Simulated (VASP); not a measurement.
NiSb, 4 atoms in the cell. It takes space group P3m1 (No. 156, trigonal). The conventional cell has a = 3.928 Å, b = 3.928 Å, c = 5.120 Å, α = 90.00°, β = 90.00°, γ = 120.00°. Within 3.5 Å of Sb (site symmetry 3m) lie 6 Ni at 2.56 to 2.65 Å and 6 Sb at 3.35 to 3.50 Å. Sb (site symmetry 3m) has 6 Ni at 2.60 Å and 6 Sb at 3.35 to 3.50 Å within 3.5 Å. Ni (site symmetry 3m) has 2 Ni at 2.56 Å and 6 Sb at 2.60 to 2.65 Å within 3.4 Å. Within 3.4 Å of Ni (site symmetry 3m) lie 6 Sb at 2.56 to 2.60 Å and 2 Ni at 2.56 Å. 

| Property | Result |
| --- | --- |
| Program | VASP 6.6.1 |
| Task | single point |
| Functional | PBE |
| Potentials or basis | VASP PAW PBE potentials, release 64 (Sb, Ni) |
| Cutoff | 520 eV |
| k mesh | 10 × 10 × 6 |
| Occupations | fermi-dirac, width 0.02 eV |
| Spin | collinear spin, ferromagnetic start |
| Starting moments | [0.0, 0.0, 1.0, 1.0] μB |
| Dipole correction | no |
| Further INCAR settings | ALGO = Normal; EDIFF = 1e-06; NBANDS = 27 |

Potentials or basis: VASP PAW PBE potentials, release 64 (Sb, Ni).

Command:

```sh
$ cat potpaw_PBE.64/Sb/POTCAR potpaw_PBE.64/Ni/POTCAR > POTCAR
$ mpirun -np 1 vasp_std > vasp.out
```

Hardware: 1 thread of Intel(R) Xeon(R) Platinum 8259CL CPU @ 2.50GHz (Skylake/Cascade Lake) (shared host).

Question: How long does it take, and how much memory?

Answer: It took 3.8 min on 1 thread of Intel(R) Xeon(R) Platinum 8259CL CPU @ 2.50GHz (Skylake/Cascade Lake) (shared host), peak memory 0.35 GiB. Counts: scf iterations 15, k points 72.
